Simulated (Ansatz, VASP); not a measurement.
## One calculation of Zn12H, two programs

```xyz
13
Lattice="5.3200 0.0000 0.0000 -3.9900 6.9109 0.0000 0.0000 0.0000 4.9370" Properties=species:S:1:pos:R:3 pbc="T T T"
Zn   -0.0228    0.0079   -0.1337
Zn   -0.0215    1.5028    2.5777
Zn   -1.3038    2.3596    0.0497
Zn   -1.3356    3.8172    2.5359
Zn   -2.6174    4.6379    0.1173
Zn   -2.6857    6.0461    2.5561
Zn    2.6805    0.0322   -0.1068
Zn    2.7009    1.5123    2.5569
Zn    1.3672    2.3903   -0.1609
Zn    1.2952    3.8146    2.3403
Zn    0.0120    4.6169   -0.0271
Zn   -0.0258    6.0704    2.4773
H     1.2604    0.8321    1.2758
```

Alike in both runs: functional PBEsol; k mesh 2 × 2 × 2; occupations fermi-dirac, width 0.05 eV; no spin polarisation.

Ansatz relaxed the structure, and its values are those at the end. VASP's run is a single point on that final structure, the one shown.

|  | VASP | Ansatz |
| --- | --- | --- |
| version | VASP 6.6.1 | Ansatz 0.2.0 |
| potentials or method | VASP PAW PBE potentials, release 64 (Zn, H), cutoff 520 eV | scalar-relativistic, plane waves, PAW |
| valence electrons in the cell | 145 | 145 |

|  | VASP | Ansatz | Ansatz less VASP |
| --- | --- | --- | --- |
| rms of the force components (eV/Å) | 0.020 | 0.020 | -0.0003 |

VASP's potentials were made for PBE, not for PBEsol. The functional is the same, so the differences come from potentials, cutoffs and numerics.

The k mesh is coarse, so the values compare programs but aren't converged.
